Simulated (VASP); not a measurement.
# In (P6_3/mmc) in VASP: further runs, part 2 of 2

VASP 6.6.1. Earlier steps stand in the parts before.

### Step 3. Single point, PBEsol

This run uses another cell than the first one, of 23.41 Å³/atom, 1.064 times its volume.

Input file INCAR:

```
SYSTEM = In
PREC     = Accurate       ! precision mode
ENCUT    = 520            ! plane-wave cutoff, eV
EDIFF    = 1E-6           ! SCF threshold, eV
ISMEAR   = -1             ! smearing method
SIGMA    = 0.05           ! smearing width, eV
LREAL    = .FALSE.        ! projectors in reciprocal space
LASPH    = .TRUE.         ! aspherical terms in the spheres
NELM     = 60             ! most SCF steps
ALGO     = Normal         ! electronic algorithm
ISIF     = 2              ! what is computed and relaxed
LWAVE    = .FALSE.        ! write WAVECAR
LCHARG   = .FALSE.        ! write CHGCAR
GGA      = PS             ! functional
NBANDS   = 20             ! bands
```

Input file KPOINTS:

```
Automatic mesh
0
G
  9 9 5
  0 0 0
```

Input file POSCAR:

```
In
1.0
    3.2161018587      0.0000000000      0.0000000000
   -1.6080509294      2.7852259108      0.0000000000
    0.0000000000      0.0000000000      5.2278440156
In
2
Direct
    0.6666666667      0.3333333333      0.7500000000
    0.3333333333      0.6666666667      0.2500000000
```

Potentials or basis: VASP PAW PBE potentials, release 64 (In_d).

The run is started by

```bash
cat potpaw_PBE.64/In_d/POTCAR > POTCAR
mpirun -np 1 vasp_std > vasp.out
```

Wall time 9.1 s (1 thread of Intel Xeon 6975P-C (Granite Rapids), shared host); peak memory 0.16 GiB.

The run converged. Its results:

* Free energy: -5.8742 eV
* Pressure: 5.0 GPa
* Band gap on the k mesh: zero (band 13 reaches 11.29 eV, above the bottom of band 14 at 6.58 eV)

Levels at points of the mesh, in eV from the Fermi level:
```csv
k point,band 10,band 11,band 12,band 13,band 14,band 15,band 16,band 17
"(0.00, 0.00, 0.00)",-14.30,-10.41,-4.36,-3.91,9.02,9.02,11.03,11.03
```

Caveat: the PAW data sets were made with another functional, which shifts forces and pressure a little; spin-orbit coupling is left out, which moves the levels of the heavy elements.

### Step 4. Single point, PBEsol

This run uses another cell than the first one, of 24.58 Å³/atom, 1.117 times its volume.

Input file INCAR:

```
PREC = Accurate
ENCUT = 520
EDIFF = 1E-6
ISMEAR = -1
SIGMA = 0.05
LREAL = F
LASPH = T
NELM = 80
ALGO = Normal
ISIF = 2
LWAVE = F
LCHARG = F
GGA = PS
NBANDS = 20
```

Input file KPOINTS:

```
regular mesh
0
Gamma
  9 9 5
```

Input file POSCAR:

```
In
1.0
    3.2670883280      0.0000000000      0.0000000000
   -1.6335441640      2.8293814885      0.0000000000
    0.0000000000      0.0000000000      5.3175227275
In
2
Direct
    0.6666666667      0.3333333333      0.7500000000
    0.3333333333      0.6666666667      0.2500000000
```

The run is started by

```bash
cat potpaw_PBE.64/In_d/POTCAR > POTCAR
mpirun -np 1 vasp_std > vasp.out
```

It took 9 s on 1 thread of Intel Xeon 6975P-C (Granite Rapids), shared host; peak memory 0.17 GiB.

Results (log left out):

```yaml
Free_energy: -5.9248 eV
Pressure: 2.0 GPa
Band_gap_on_the_k_mesh: zero (band 13 reaches 10.55 eV, above the bottom of band 14 at 6.07 eV)
```

Levels at points of the mesh, in eV from the Fermi level:
| k point | band 11 | band 12 | band 13 | band 14 | band 15 | band 16 |
| --- | --- | --- | --- | --- | --- | --- |
| (0.00, 0.00, 0.00) | -10.04 | -4.36 | -3.69 | 8.68 | 8.68 | 10.63 |

Caveat: the PAW data sets were made with another functional, which shifts forces and pressure a little; spin-orbit coupling is left out, which moves the levels of the heavy elements.

### Step 5. Single point, PBEsol

This run uses another cell than the first one, of 25.60 Å³/atom, 1.164 times its volume.

Input file INCAR:

```
SYSTEM = In
PREC = Accurate
ENCUT = 520
EDIFF = 1E-7
ISMEAR = -1
SIGMA = 0.05
LREAL = .FALSE.
LASPH = .TRUE.
NELM = 100
ALGO = Normal
ISIF = 2
LWAVE = .FALSE.
LCHARG = .FALSE.
GGA = PS
NBANDS = 20
```

Input file KPOINTS:

```
Automatic mesh
0
G
  9 9 5
  0 0 0
```

Input file POSCAR:

```
In
1.0
    3.3093153271      0.0000000000      0.0000000000
   -1.6546576636      2.8659511424      0.0000000000
    0.0000000000      0.0000000000      5.3975362249
In
2
Direct
    0.6666666667      0.3333333333      0.7500000000
    0.3333333333      0.6666666667      0.2500000000
```

Potentials or basis: VASP PAW PBE potentials, release 64 (In_d).

The run is started by

```bash
cat potpaw_PBE.64/In_d/POTCAR > POTCAR
mpirun -np 1 vasp_std > vasp.out
```

OUTCAR:

```text
SYSTEM = In
   PREC = Accurate
   ENCUT = 520
   EDIFF = 1E-7
   ISMEAR = -1
   LREAL = .FALSE.
   LASPH = .TRUE.
   NELM = 100
   ISIF = 2
   GGA = PS

 ion  position               nearest neighbor table
   1  0.667  0.333  0.750-   2 3.31   2 3.31   2 3.31   2 3.31   2 3.31   2 3.31
   2  0.333  0.667  0.250-   1 3.31   1 3.31   1 3.31   1 3.31   1 3.31   1 3.31

  LATTYP: Found a hexagonal cell.
 ALAT       =     3.3093153271
 C/A-ratio  =     1.6310129714

  Lattice vectors:

 A1 = (   3.3093153271,   0.0000000000,   0.0000000000)
 A2 = (  -1.6546576636,   2.8659511424,   0.0000000000)
 A3 = (   0.0000000000,   0.0000000000,   5.3975362249)

Analysis of symmetry for initial positions (statically):
=====================================================================
 Subroutine PRICEL returns:
 Original cell was already a primitive cell.

 Routine SETGRP: Setting up the symmetry group for a
 hexagonal supercell.

 Subroutine GETGRP returns: Found 24 space group operations
 (whereof 12 operations were pure point group operations)
 out of a pool of 24 trial point group operations.

The static configuration has the point symmetry D_3d.
[... 160 lines left out ...]

  energy without entropy =       -5.92856671  energy(sigma->0) =       -5.93313143

 E-fermi :   7.6378     XC(G=0): -10.5119

 val. band max:        7.5711298547   @ k =   0.3333   0.2222   0.2000
 cond. band min:       7.7165739667   @ k =   0.3333   0.1111   0.4000
 fundamental gap:      0.1454441121
 Fermi energy:         7.6377593187

 k-point     1 :       0.0000    0.0000    0.0000
  band No.  band energies     occupation
      1      -7.0407      2.00000
      2      -6.9616      2.00000
      3      -6.9392      2.00000
      4      -6.9392      2.00000
      5      -6.9077      2.00000
      6      -6.9077      2.00000
[... 541 lines left out ...]
     19      14.4493      0.00000
     20      22.4919      0.00000

 [... further k-points ...]

------------------------ aborting loop because EDIFF is reached ----------------------------------------

  FORCE on cell =-STRESS in cart. coord.  units (eV):
  Direction    XX          YY          ZZ          XY          YZ          ZX
  --------------------------------------------------------------------------------------
  -------------------------------------------------------------------------------------
  Total       -0.0128803     -0.0128803     -0.0127313      0.0000000     -0.0000000      0.0000000
  in kB       -0.4031205     -0.4031205     -0.3984580      0.0000000     -0.0000000      0.0000000
  external PRESSURE =      -0.4015663 kB  Pullay stress =       0.0000000 kB

 VOLUME and BASIS-vectors are now :
 -----------------------------------------------------------------------------
  energy-cutoff  :      520.00
  volume of cell :       51.19
      direct lattice vectors                 reciprocal lattice vectors
     3.309315327  0.000000000  0.000000000     0.302177309  0.174462151  0.000000000
    -1.654657664  2.865951142  0.000000000     0.000000000  0.348924301  0.000000000
     0.000000000  0.000000000  5.397536225     0.000000000  0.000000000  0.185269715

 POSITION                                       TOTAL-FORCE (eV/Angst)
 -----------------------------------------------------------------------------------
      1.65466      0.95532      4.04815        -0.000000      0.000000      0.000000
     -0.00000      1.91063      1.34938         0.000000     -0.000000      0.000000
 -----------------------------------------------------------------------------------
    total drift:                               -0.000000      0.000000      0.000000

  FREE ENERGIE OF THE ION-ELECTRON SYSTEM (eV)
  ---------------------------------------------------
  free  energy   TOTEN  =        -5.9376961483 eV

  energy  without entropy=       -5.9285667109  energy(sigma->0) =       -5.93313143
```

Wall time 15 s (1 thread of Intel Xeon 6975P-C (Granite Rapids), shared host); peak memory 0.18 GiB.

Results:

- Free energy: -5.9377 eV
- Pressure: 0.0 GPa
- Band gap on the k mesh: zero (band 13 reaches 9.95 eV, above the bottom of band 14 at 5.67 eV)

Levels at points of the mesh, in eV from the Fermi level:
```
           k point  band 9  band 10  band 11  band 12  band 13  band 14  band 15  band 16  band 17  band 18
(0.00, 0.00, 0.00)  -14.27   -14.27    -9.75    -4.37    -3.52     8.42     8.42    10.31    10.31    10.86
```

Caveat: the PAW data sets were made with another functional, which shifts forces and pressure a little; spin-orbit coupling is left out, which moves the levels of the heavy elements.

### Step 6. Summary

| cell | gap on the mesh (eV) | pressure (GPa) |
| --- | --- | --- |
| a = 3.150, b = 3.150, c = 5.120 Å, angles 90.0, 90.0, 120.0°, 2 atoms | none | 10.0 |
| a = 3.216, b = 3.216, c = 5.228 Å, angles 90.0, 90.0, 120.0°, 2 atoms | none | 5.0 |
| a = 3.267, b = 3.267, c = 5.318 Å, angles 90.0, 90.0, 120.0°, 2 atoms | none | 2.0 |
| a = 3.309, b = 3.309, c = 5.398 Å, angles 90.0, 90.0, 120.0°, 2 atoms | none | 0.0 |

Alike in all rows: task single point; level PBEsol; potentials or basis VASP PAW PBE potentials, release 64 (In_d); no spin polarisation; k mesh 9 × 9 × 5; cutoff (eV) 520; smearing fermi-dirac 0.05 eV.

Caveats: the PAW data sets were made with another functional, which shifts forces and pressure a little; spin-orbit coupling is left out, which moves the levels of the heavy elements.

Absolute energies hang on the potentials; compare differences alone.
